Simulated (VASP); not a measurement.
Input of a VASP 6.6.1 run:

INCAR

```
ALGO     = Normal         # electronic algorithm
EDIFF    = 1E-6           # SCF threshold, eV
ENCUT    = 600            # plane-wave cutoff, eV
GGA      = PE             # functional
GGA_COMPAT= False        
ISIF     = 2              # what is computed and relaxed
ISMEAR   = 0              # smearing method
LASPH    = True           # aspherical terms in the spheres
LCHARG   = False          # write CHGCAR
LREAL    = False          # projectors in reciprocal space
LWAVE    = False          # write WAVECAR
NBANDS   = 11             # bands
NELM     = 120            # most SCF steps
PREC     = Accurate       # precision mode
SIGMA    = 0.02           # smearing width, eV
```

File KPOINTS:

```
k-points
0
Gamma
  12 12 12
```

POSCAR

```
SiC
1.0
    0.0000000000      1.8491031915      1.8491031915
    1.8491031915      0.0000000000      1.8491031915
    1.8491031915      1.8491031915      0.0000000000
C Si
1 1
Direct
    0.0000000000      0.0000000000      0.0000000000
    0.5000000000      0.5000000000      0.5000000000
```

Potentials or basis: VASP PAW PBE potentials, release 64 (C, Si).

The run is started by

```bash
$ cat potpaw_PBE.64/C/POTCAR potpaw_PBE.64/Si/POTCAR > POTCAR
$ mpirun -np 1 vasp_std > vasp.out
```

(1) Estimate the pressure.

(2) What does it give for the band gap on the k mesh?

Answers

(1) 124.6 GPa.

(2) 1.12 eV (least direct gap 6.60 eV).

Caveat: the cell stands under pressure.
